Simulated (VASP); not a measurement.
Runs of VASP 6.6.1 on Sn. The structure is that of space group I4_1/amd (No. 141), or close to it. The cells are those of the table. 

| task | level | potentials or basis | cell | k mesh | cutoff (eV) | smearing | grid for exact exchange (PRECFOCK) | share of exact exchange | gap on the mesh (eV) | pressure (GPa) |
| --- | --- | --- | --- | --- | --- | --- | --- | --- | --- | --- |
| single point | LDA | VASP PAW LDA potentials, release 64 (Sn_d) | a = 4.380 Å, angles 97.3, 97.3, 138.2°, 2 atoms | 9 × 9 × 9 | 520 | fermi-dirac 0.05 eV | - | - | none | (a) |
| relaxation of cell and atoms | revPBE | VASP PAW PBE potentials, release 64 (Sn_d) | relaxed from a = 4.455 Å, angles 97.4, 97.4, 137.9°, 2 atoms | 9 × 9 × 9 | 600 | fermi-dirac 0.05 eV | - | - | none | 0.0 |
| single point | HF | VASP PAW PBE potentials, release 64 (Sn_d) | a = 4.573 Å, angles 96.9, 96.9, 139.4°, 2 atoms | 5 × 5 × 5 | 520 | gaussian 0.05 eV | Normal | 1 | none | -0.2 |
| single point | B3LYP | VASP PAW PBE potentials, release 64 (Sn_d) | a = 4.626 Å, angles 96.5, 96.5, 140.6°, 2 atoms | 5 × 5 × 5 | 520 | fermi-dirac 0.05 eV | Normal | 0.2 | none | -0.1 |

Alike in all rows: no spin polarisation.

Problem. Fill in the values left out.

Solution. (a) 0.1.

Caveats: some runs use coarse meshes; spin-orbit coupling is left out, which moves the levels of the heavy elements; the PAW data sets were made with another functional, which shifts forces and pressure a little (at least some runs).

A k mesh can miss the band edges, and the runs leave out spin-orbit coupling on Sn.

A gap of «none» marks levels without a gap at the run's occupations.
